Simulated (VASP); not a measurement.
# NaI (R-3m) in VASP: a series of runs

Aim: see how the results for NaI move with the level of theory and the settings. Levels: PBE, r2SCAN. Tasks: single point.

All numbers are computed with VASP 6.6.1; they aren't measurements. Logs are shortened: lines on timing, memory, paths and dates and some standing lists are left out, and cuts for length are marked.

### Step 1. The cell of the first run

Symmetry: R-3m, No. 166, trigonal system. Conventional cell: a = 4.705 Å, b = 4.705 Å, c = 10.911 Å, α = 90.00°, β = 90.00°, γ = 120.00°. Na (site symmetry -3m) has 6 I at 3.27 Å within 4.3 Å. I (site symmetry -3m) has 6 Na at 3.27 Å within 4.3 Å.

### Step 2. Single point, PBE (epitaxial 111 strain +3.0%)

Contents of INCAR:

```
PREC = Accurate ; ENCUT = 520
EDIFF = 1E-6 ; ISMEAR = -1
SIGMA = 0.02 ; LREAL = False
LASPH = True ; NELM = 80
ALGO = Normal ; ISIF = 2
LWAVE = False ; LCHARG = True
GGA = PE ; LELF = True
LVHAR = True ; NBANDS = 14
```

Contents of KPOINTS:

```
regular mesh
0
Gamma
  8 8 8
```

Contents of POSCAR:

```
NaI
1.0
   -0.1179425741      3.2086695908      3.2086695908
    3.2086695908     -0.1179425741      3.2086695908
    3.2086695908      3.2086695908     -0.1179425741
Na I
1 1
Direct
    0.0000000000      0.0000000000      0.0000000000
    0.5000000000      0.5000000000      0.5000000000
```

Potentials or basis: VASP PAW PBE potentials, release 64 (Na_pv, I).

Launch:

```sh
> cat potpaw_PBE.64/Na_pv/POTCAR potpaw_PBE.64/I/POTCAR > POTCAR
> mpirun -np 1 vasp_std > vasp.out
```

OUTCAR:

```text
PREC = Accurate
   ENCUT = 520
   EDIFF = 1E-6
   ISMEAR = -1
   LREAL = False
   LASPH = True
   NELM = 80
   ISIF = 2
   GGA = PE

 ion  position               nearest neighbor table
   1  0.000  0.000  0.000-
   2  0.500  0.500  0.500-

  LATTYP: Found a trigonal (rhomboedric) cell.
 ALAT       =     4.5392765433
 COS(alpha) =     0.4629297958

  Lattice vectors:

 A1 = (  -0.1179425741,   3.2086695908,   3.2086695908)
 A2 = (   3.2086695908,  -0.1179425741,   3.2086695908)
 A3 = (   3.2086695908,   3.2086695908,  -0.1179425741)

Analysis of symmetry for initial positions (statically):
=====================================================================
 Subroutine PRICEL returns:
 Original cell was already a primitive cell.

 Routine SETGRP: Setting up the symmetry group for a
 trigonal (rhombohedral) supercell.

 Subroutine GETGRP returns: Found 12 space group operations
 (whereof 12 operations were pure point group operations)
 out of a pool of 12 trial point group operations.

The static configuration has the point symmetry D_3d.

Analysis of symmetry for dynamics (positions and initial velocities):
=====================================================================
 Subroutine PRICEL returns:
 Original cell was already a primitive cell.

 Routine SETGRP: Setting up the symmetry group for a
 trigonal (rhombohedral) supercell.

 Subroutine GETGRP returns: Found 12 space group operations
 (whereof 12 operations were pure point group operations)
 out of a pool of 12 trial point group operations.

The dynamic configuration has the point symmetry D_3d.

 Subroutine INISYM returns: Found 12 space group operations
 (whereof 12 operations are pure point group operations),
 and found     1 'primitive' translations

----------------------------------------------------------------------------------------

                                     Primitive cell

  volume of cell :      69.7113

  direct lattice vectors                    reciprocal lattice vectors
    -0.117942574  3.208669591  3.208669591    -0.147488964  0.153117163  0.153117163
     3.208669591 -0.117942574  3.208669591     0.153117163 -0.147488964  0.153117163
     3.208669591  3.208669591 -0.117942574     0.153117163  0.153117163 -0.147488964

  length of vectors
     4.539276543  4.539276543  4.539276543     0.261997569  0.261997569  0.261997569

  position of ions in fractional coordinates (direct lattice)
     0.000000000  0.000000000  0.000000000
     0.500000000  0.500000000  0.500000000

  ion indices of the primitive-cell ions
   primitive index   ion index
                 1           1
                 2           2

----------------------------------------------------------------------------------------

 KPOINTS: regular mesh

Automatic generation of k-mesh.
 Grid dimensions read from file:
 generate k-points for:    8    8    8

 Generating k-lattice:

  Cartesian coordinates                     Fractional coordinates (reciprocal lattice)
    -0.018436120  0.019139645  0.019139645     0.125000000 -0.000000000 -0.000000000
     0.019139645 -0.018436120  0.019139645    -0.000000000  0.125000000 -0.000000000
     0.019139645  0.019139645 -0.018436120    -0.000000000 -0.000000000  0.125000000

  Length of vectors
     0.032749696  0.032749696  0.032749696

  Shift w.r.t. Gamma in fractional coordinates (k-lattice)
     0.000000000  0.000000000  0.000000000

 Subroutine IBZKPT returns following result:
 ===========================================

 Found     65 irreducible k-points:

 Following reciprocal coordinates:
            Coordinates               Weight
  0.000000  0.000000  0.000000      1.000000
  0.125000  0.000000 -0.000000      6.000000
  0.250000  0.000000 -0.000000      6.000000
  0.375000 -0.000000  0.000000      6.000000
  0.500000  0.000000 -0.000000      3.000000
  0.125000  0.125000 -0.000000      6.000000
[... 16 lines left out ...]
  0.250000  0.125000  0.125000      6.000000
  0.375000  0.125000  0.125000      6.000000
 [... further k-points ...]
   k-points           NKPTS =     65   k-points in BZ     NKDIM =     65   number of bands    NBANDS=     14
   number of dos      NEDOS =    301   number of ions     NIONS =      2
   total plane-waves  NPLWV =  46656
   dimension x,y,z NGX =    36 NGY =   36 NGZ =   36
   dimension x,y,z NGXF=    72 NGYF=   72 NGZF=   72
   ions per type =               1   1
   NGX,Y,Z   is equivalent  to a cutoff of  13.18, 13.18, 13.18 a.u.
   NGXF,Y,Z  is equivalent  to a cutoff of  26.37, 26.37, 26.37 a.u.
 SYSTEM =  unknown system
   PREC   = accura    normal or accurate (medium, high low for compatibility)
   ISTART =      0    job   : 0-new  1-cont  2-samecut
   ICHARG =      2    charge: 1-file 2-atom 10-const
   ISPIN  =      1    spin polarized calculation?
   LNONCOLLINEAR =      F non collinear calculations
   LSORBIT =      F    spin-orbit coupling
   LASPH  =      T    aspherical Exc in radial PAW
   ENCUT  =  520.0 eV  38.22 Ry    6.18 a.u.   8.44  8.44  8.44*2*pi/ulx,y,z
   NELM   =     80;   NELMIN=  2; NELMDL= -5     # of ELM steps
   EDIFF  = 0.1E-05   stopping-criterion for ELM
   LREAL  =      F    real-space projection
   EDIFFG = 0.1E-04   stopping-criterion for IOM
   NSW    =      0    number of steps for IOM
   IBRION =     -1    ionic relax: 0-MD 1-quasi-New 2-CG
   NFREE  =      0    steps in history (QN), initial steepest desc. (CG)
   ISIF   =      2    stress and relaxation
   ISYM   =      2    0-nonsym 1-usesym 2-fastsym
   POTIM  = 0.5000    time-step for ionic-motion
   TEBEG  =    0.0;   TEEND  =   0.0 temperature during run
   PSTRESS=    0.0 pullay stress
   NELECT =      14.0000    total number of electrons
   NUPDOWN=      -1.0000    fix difference up-down
   EMIN   =  10.00;   EMAX   =-10.00  energy-range for DOS
   EFERMI =   0.00;   METHOD = LEGACY
   ISMEAR =    -1;   SIGMA  =   0.02  broadening in eV -4-tet -1-fermi 0-gaus
   EFERMI_NEDOS =   21; number of points for ismear=-14 and -15
   IALGO  =     38    algorithm
   IMIX   =      4    mixing-type and parameters
     AMIX     =   0.40;   BMIX     =  1.00
     AMIX_MAG =   1.60;   BMIX_MAG =  1.00
  volume/ion in A,a.u.               =      34.86       235.22
  Fermi-wavevector in a.u.,A,eV,Ry     =   0.958701  1.811682 12.505212  0.919107
  Thomas-Fermi vector in A             =   2.087831
   LORBIT       =      0    0 simple, 1 ext, 2 COOP (PROOUT), +10 PAW based schemes
   GGA     = PE    functional components
   LHFCALC =     F    Hartree Fock is set to
   AEXX    =    0.0000 exact exchange contribution
   IVDW    =     0    specifies the selected vdW correction
   LEPSILON=     F    determine dielectric tensor
   LRPA    =     F    only Hartree local field effects (RPA)
 non-spin polarized calculation
  energy-cutoff  :      520.00
  volume of cell :       69.71
 maximum number of plane-waves:      1891
 NGX is ok and might be reduce to    36
   NGX = 17   NGY = 17   NGZ = 17

 number of electron      14.0000004 magnetization

 Free energy of the ion-electron system (eV)
  ---------------------------------------------------
  ext. energy  EPLUGINS =         0.00000000
  ---------------------------------------------------
  free energy    TOTEN  =        -5.38181724 eV

  energy without entropy =       -5.38181724  energy(sigma->0) =       -5.38181724

 E-fermi :   1.1299     XC(G=0):  -7.5935

 val. band max:        0.7653708024   @ k =   0.0000   0.0000   0.0000
 cond. band min:       4.1736208514   @ k =   0.0000   0.0000   0.0000
 fundamental gap:      3.4082500490
 Fermi energy:         1.1299263794

 k-point     1 :       0.0000    0.0000    0.0000
  band No.  band energies     occupation
      1     -21.8658      2.00000
      2     -21.8605      2.00000
      3     -21.8605      2.00000
      4     -10.3275      2.00000
      5       0.5528      2.00000
      6       0.5528      2.00000
      7       0.7654      2.00000
      8       4.1736      0.00000
      9       8.3506      0.00000
     10       8.3506      0.00000
     11       8.9856      0.00000
     12      10.3394      0.00000
     13      10.3394      0.00000
     14      11.0197      0.00000

 k-point     2 :       0.1250    0.0000   -0.0000
  band No.  band energies     occupation
      1     -21.8660      2.00000
      2     -21.8610      2.00000
      3     -21.8605      2.00000
      4     -10.2894      2.00000
      5       0.1401      2.00000
      6       0.5200      2.00000
      7       0.7007      2.00000
      8       4.6753      0.00000
      9       8.0903      0.00000
     10       8.4919      0.00000
     11       9.0512      0.00000
     12       9.8640      0.00000
     13      10.0070      0.00000
     14      11.5187      0.00000

 k-point     3 :       0.2500    0.0000   -0.0000
  band No.  band energies     occupation
      1     -21.8665      2.00000
      2     -21.8622      2.00000
      3     -21.8605      2.00000
      4     -10.1943      2.00000
      5      -0.6404      2.00000
      6       0.4439      2.00000
      7       0.5954      2.00000
      8       5.4684      0.00000
      9       7.9990      0.00000
     10       8.4402      0.00000
     11       8.8319      0.00000
     12       9.9279      0.00000
     13      10.3877      0.00000
     14      11.0062      0.00000
[... 324 lines left out ...]
 k-point    23 :       0.2500    0.1250    0.1250
  band No.  band energies     occupation
      1     -21.8671      2.00000
      2     -21.8612      2.00000
      3     -21.8605      2.00000
      4     -10.2215      2.00000
      5      -0.2335      2.00000
      6       0.3943      2.00000
      7       0.5016      2.00000
      8       5.3026      0.00000
      9       7.8670      0.00000
     10       8.6709      0.00000
     11       8.7697      0.00000
     12       8.9900      0.00000
     13      10.4495      0.00000
     14      12.0631      0.00000

 k-point    24 :       0.3750    0.1250    0.1250
  band No.  band energies     occupation
      1     -21.8677      2.00000
      2     -21.8623      2.00000
      3     -21.8605      2.00000
      4     -10.1247      2.00000
      5      -0.8838      2.00000
      6       0.2579      2.00000
      7       0.4254      2.00000
      8       6.0286      0.00000
      9       7.7935      0.00000
     10       8.1675      0.00000
     11       8.4349      0.00000
     12       9.5465      0.00000
     13      11.8403      0.00000
     14      11.8866      0.00000

 [... further k-points ...]

------------------------ aborting loop because EDIFF is reached ----------------------------------------

  FORCE on cell =-STRESS in cart. coord.  units (eV):
  Direction    XX          YY          ZZ          XY          YZ          ZX
  --------------------------------------------------------------------------------------
  -------------------------------------------------------------------------------------
  Total       -0.0095743     -0.0095743     -0.0095743      0.1029642      0.1029642      0.1029642
  in kB       -0.2200465     -0.2200465     -0.2200465      2.3664293      2.3664293      2.3664293
  external PRESSURE =      -0.2200465 kB  Pullay stress =       0.0000000 kB

 VOLUME and BASIS-vectors are now :
 -----------------------------------------------------------------------------
  energy-cutoff  :      520.00
  volume of cell :       69.71
      direct lattice vectors                 reciprocal lattice vectors
    -0.117942574  3.208669591  3.208669591    -0.147488964  0.153117163  0.153117163
     3.208669591 -0.117942574  3.208669591     0.153117163 -0.147488964  0.153117163
     3.208669591  3.208669591 -0.117942574     0.153117163  0.153117163 -0.147488964

 POSITION                                       TOTAL-FORCE (eV/Angst)
 -----------------------------------------------------------------------------------
      0.00000      0.00000      0.00000        -0.000000     -0.000000      0.000000
      3.14970      3.14970      3.14970         0.000000      0.000000     -0.000000
 -----------------------------------------------------------------------------------
    total drift:                                0.000000      0.000000      0.000000

  FREE ENERGIE OF THE ION-ELECTRON SYSTEM (eV)
  ---------------------------------------------------
  free  energy   TOTEN  =        -5.3818172369 eV

  energy  without entropy=       -5.3818172369  energy(sigma->0) =       -5.38181724
```

Run time: 26 s. Hardware: 1 thread of Intel Xeon 6975P-C (Granite Rapids), shared host; peak memory 0.22 GiB.

Results:

```yaml
Free_energy: -5.3818 eV
Pressure: 0.0 GPa
Band_gap_on_the_k_mesh: 3.41 eV
```

Levels at points of the mesh, in eV from the valence-band top:
| k point | band 3 | band 4 | band 5 | band 6 | band 7 | band 8 | band 9 | band 10 | band 11 | band 12 |
| --- | --- | --- | --- | --- | --- | --- | --- | --- | --- | --- |
| (0.00, 0.00, 0.00) | -22.63 | -11.09 | -0.21 | -0.21 | 0.00 | 3.41 | 7.59 | 7.59 | 8.22 | 9.57 |
| (0.50, 0.00, 0.00) | -22.63 | -10.82 | -2.25 | -0.42 | -0.30 | 4.98 | 7.18 | 7.56 | 8.31 | 10.10 |
| (0.50, 0.50, 0.00) | -22.63 | -10.73 | -1.96 | -0.96 | -0.74 | 4.31 | 5.48 | 9.48 | 10.89 | 11.15 |
| (0.50, 0.50, 0.50) | -22.63 | -10.76 | -2.18 | -0.53 | -0.53 | 4.81 | 7.03 | 7.03 | 8.46 | 10.11 |

Caveat: the cell differs from its parent crystal (epitaxial 111 strain +3.0%); spin-orbit coupling is left out, which moves the levels of the heavy elements.

### Step 3. Single point, r2SCAN (epitaxial 111 strain +3.0%)

POSCAR is that of step 2.

Contents of INCAR.step1:

```
SYSTEM = NaI
  PREC = Accurate
  ENCUT = 520
  ISMEAR = 0
  SIGMA = 0.01
  LREAL = .FALSE.
  LASPH = .TRUE.
  NELM = 100
  NBANDS = 14
  GGA = PE
  ALGO = Normal
  EDIFF = 1E-4
  LWAVE = .TRUE.
  LCHARG = .FALSE.
```

Contents of INCAR.step2:

```
SYSTEM = NaI
  PREC = Accurate
  ENCUT = 520
  EDIFF = 1E-6
  ISMEAR = 0
  SIGMA = 0.01
  LREAL = .FALSE.
  LASPH = .TRUE.
  NELM = 100
  ALGO = Normal
  ISIF = 2
  LWAVE = .FALSE.
  LCHARG = .TRUE.
  METAGGA = R2SCAN
  LMIXTAU = .TRUE.
  LELF = .TRUE.
  LVHAR = .TRUE.
  NBANDS = 14
  ISTART = 1
```

Contents of KPOINTS:

```
regular mesh
0
G
  8 8 8
  0 0 0
```

Potentials or basis: VASP PAW PBE potentials, release 64 (Na_pv, I).

Launch:

```sh
> cat potpaw_PBE.64/Na_pv/POTCAR potpaw_PBE.64/I/POTCAR > POTCAR
> cp INCAR.step1 INCAR
> mpirun -np 1 vasp_std > vasp.out
> cp INCAR.step2 INCAR
> mpirun -np 1 vasp_std > vasp.out
```

Run time: 89 s. Hardware: 1 thread of Intel Xeon 6975P-C (Granite Rapids), shared host; peak memory 0.25 GiB.

Results (log left out):

* Free energy: -31.0743 eV
* Pressure: -0.6 GPa
* Band gap on the k mesh: 4.19 eV

Stress tensor (GPa, compression positive):
```
-0.61  0.28  0.28
 0.28 -0.61  0.28
 0.28  0.28 -0.61
```

Levels at points of the mesh, in eV from the valence-band top:
| k point | band 4 | band 5 | band 6 | band 7 | band 8 | band 9 | band 10 | band 11 |
| --- | --- | --- | --- | --- | --- | --- | --- | --- |
| (0.00, 0.00, 0.00) | -11.42 | -0.22 | -0.22 | 0.00 | 4.19 | 8.12 | 8.12 | 8.77 |
| (0.50, 0.00, 0.00) | -11.13 | -2.25 | -0.44 | -0.32 | 5.58 | 7.81 | 8.19 | 9.32 |
| (0.50, 0.50, 0.00) | -11.04 | -2.00 | -0.98 | -0.75 | 5.03 | 5.95 | 10.31 | 11.86 |
| (0.50, 0.50, 0.50) | -11.07 | -2.19 | -0.56 | -0.56 | 5.38 | 7.64 | 7.64 | 9.52 |

Caveat: the cell differs from its parent crystal (epitaxial 111 strain +3.0%); the PAW data sets were made with another functional, which shifts forces and pressure a little; spin-orbit coupling is left out, which moves the levels of the heavy elements. A k mesh can miss the band edges.
